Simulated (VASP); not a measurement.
Write the native input for VASP 6.6.1 that does the following.

| Property | Result |
| --- | --- |
| Task | relaxation of cell and atoms |
| Functional | PBE |
| Potentials or basis | VASP PAW PBE potentials, release 64 (Sn_d, Br) |
| Cutoff | 600 eV |
| k mesh | 6 × 6 × 4 |
| Occupations | gaussian, width 0.1 eV |
| Spin | no spin polarisation |
| Dipole correction | no |
| Further INCAR settings | ALGO = Normal; EDIFF = 1e-07; IBRION = 2; EDIFFG = -0.04; NSW = 90; ISIF = 3 |

The structure of Sn3Br lies in POSCAR:

```
Sn3Br
1.0
    4.5778769100      0.0000000000      0.0000000000
   -2.2889384600      3.9645577000      0.0000000000
    0.0000000000      0.0000000000      6.9264965000
Sn Br
3 1
Direct
    0.5000000000      0.0000000000      0.0000000000
    0.0000000000      0.5000000000      0.0000000000
    0.5000000000      0.5000000000      0.0000000000
    0.0000000000      0.0000000000      0.0000000000
```

The cell was built from a structure type or drawn by symmetry, and may not be a known phase.

One way to write it, as run:

INCAR

```
SYSTEM = Sn3Br
PREC = Accurate
ENCUT = 600
EDIFF = 1E-7
ISMEAR = 0
SIGMA = 0.1
LREAL = .False.
LASPH = .True.
NELM = 80
ALGO = Normal
ISIF = 3
LWAVE = .False.
LCHARG = .False.
GGA = PE
IBRION = 2
NSW = 90
EDIFFG = -0.04
```

KPOINTS

```
Automatic mesh
0
Gamma
  6 6 4
  0 0 0
```

Potentials or basis: VASP PAW PBE potentials, release 64 (Sn_d, Br).

Command:

```bash
$ cat potpaw_PBE.64/Sn_d/POTCAR potpaw_PBE.64/Br/POTCAR > POTCAR
$ mpirun -np 1 vasp_std > vasp.out
```

Results of the run:

| Property | Result |
| --- | --- |
| Relaxed cell | a = 6.355 Å, b = 6.355 Å, c = 6.925 Å, α = 90.00°, β = 90.00°, γ = 120.00° |
| Space group after relaxing (to 0.1 Å) | P6/mmm (No. 191) |
| Pressure after relaxing | -0.1 GPa |
| Band gap on the k mesh | zero (an odd number of electrons rules out a gap without spin polarisation) |

Caveat: spin-orbit coupling is left out, which moves the levels of the heavy elements; an odd number of electrons without spin polarisation forces a metal; a magnetic or distorted state may lie lower.

Run time: 5.6 min on 1 thread of Intel(R) Xeon(R) 6975P-C (Granite Rapids) (shared host), peak memory 0.33 GiB.
